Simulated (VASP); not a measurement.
Wanted: the native input for a VASP 6.6.1 run.

```
Task                   : single point
Functional             : PBE
Potentials or basis    : VASP PAW PBE potentials, release 64 (C, Ca_sv)
Cutoff                 : 520 eV
k mesh                 : 4 × 4 × 4
Occupations            : gaussian, width 0.01 eV
Spin                   : no spin polarisation
Dipole correction      : no
Further INCAR settings : ALGO = Normal; EDIFF = 1e-07; NBANDS = 19
```

The structure of Ca2C lies in POSCAR:

```
Ca2C
1.0
    0.0000000000      3.1285803966      3.1285803966
    3.1285803966      0.0000000000      3.1285803966
    3.1285803966      3.1285803966      0.0000000000
C Ca
1 2
Direct
    0.0000000000      0.0000000000      0.0000000000
    0.2500000000      0.2500000000      0.2500000000
    0.7500000000      0.7500000000      0.7500000000
```

These files were run (other wordings do the same):

INCAR

```
PREC = Accurate
ENCUT = 520
EDIFF = 1E-7
ISMEAR = 0
SIGMA = 0.01
LREAL = False
LASPH = True
NELM = 60
ALGO = Normal
ISIF = 2
LWAVE = False
LCHARG = False
GGA = PE
NBANDS = 19
```

KPOINTS

```
regular mesh
0
Gamma
  4 4 4
```

Potentials or basis: VASP PAW PBE potentials, release 64 (C, Ca_sv).

Command:

```bash
$ cat potpaw_PBE.64/C/POTCAR potpaw_PBE.64/Ca_sv/POTCAR > POTCAR
$ mpirun -np 1 vasp_std > vasp.out
```

It gave:

The pressure is 0.9 GPa. The band gap on the k mesh is 0.20 eV.

Caveat: the k points lie up to 0.43 Å⁻¹ apart; the structure was generated, so it needn't be the stable form of Ca2C; semilocal functionals underestimate gaps, and a narrow one can read as zero.

Wall time 14 s on 1 thread of AMD EPYC 7R13 Processor (Zen 3), on a shared host, peak memory 0.17 GiB.
